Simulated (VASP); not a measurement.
Wanted: the native input for a VASP 6.6.1 run.

```
Task                   : single point
Functional             : PBE
Potentials or basis    : VASP PAW PBE potentials, release 64 (Zn, Sn_d, N)
Cutoff                 : 520 eV
k mesh                 : 12 × 12 × 6
Occupations            : gaussian, width 0.1 eV
Spin                   : no spin polarisation
Dipole correction      : no
Further INCAR settings : ALGO = Normal; EDIFF = 1e-07; NBANDS = 26
```

The structure of ZnSnN2 lies in POSCAR:

```
ZnSnN2
1.0
    4.5359951435      0.0000000000      0.0000000000
   -2.2679975718      3.9282870257      0.0000000000
    0.0000000000      0.0000000000     10.0023521325
Zn Sn N
1 1 2
Direct
    0.0000000000      0.0000000000      0.0000000000
    0.6666666667      0.3333333333      0.0000000000
    0.0000000000      0.0000000000      0.5551072800
    0.0000000000      0.0000000000      0.4448927200
```

These files were run (other wordings do the same):

INCAR

```
SYSTEM = ZnSnN2
PREC = Accurate
ENCUT = 520
EDIFF = 1E-7
ISMEAR = 0
SIGMA = 0.1
LREAL = .FALSE.
LASPH = .TRUE.
NELM = 80
ALGO = Normal
ISIF = 2
LWAVE = .FALSE.
LCHARG = .FALSE.
GGA = PE
NBANDS = 26
```

KPOINTS

```
regular mesh
0
G
  12 12 6
  0 0 0
```

Potentials or basis: VASP PAW PBE potentials, release 64 (Zn, Sn_d, N).

Launch:

```bash
$ cat potpaw_PBE.64/Zn/POTCAR potpaw_PBE.64/Sn_d/POTCAR potpaw_PBE.64/N/POTCAR > POTCAR
$ mpirun -np 1 vasp_std > vasp.out
```

Results of the run:

```
Pressure               : 0.5 GPa
Largest force          : 1.741 eV/Å
Band gap on the k mesh : zero (band 18 reaches 0.43 eV, above the bottom of band 19 at -1.04 eV)
```

Caveat: the standard files for N, O and F lose accuracy on very short bonds; spin-orbit coupling is left out, which moves the levels of the heavy elements; forces of over 1 eV/Å act on the atoms, so gaps and moduli don't describe the material at rest.

It took 2.3 min on 1 thread of Intel(R) Xeon(R) 6975P-C (Granite Rapids), with other jobs on the host, peak memory 0.56 GiB.
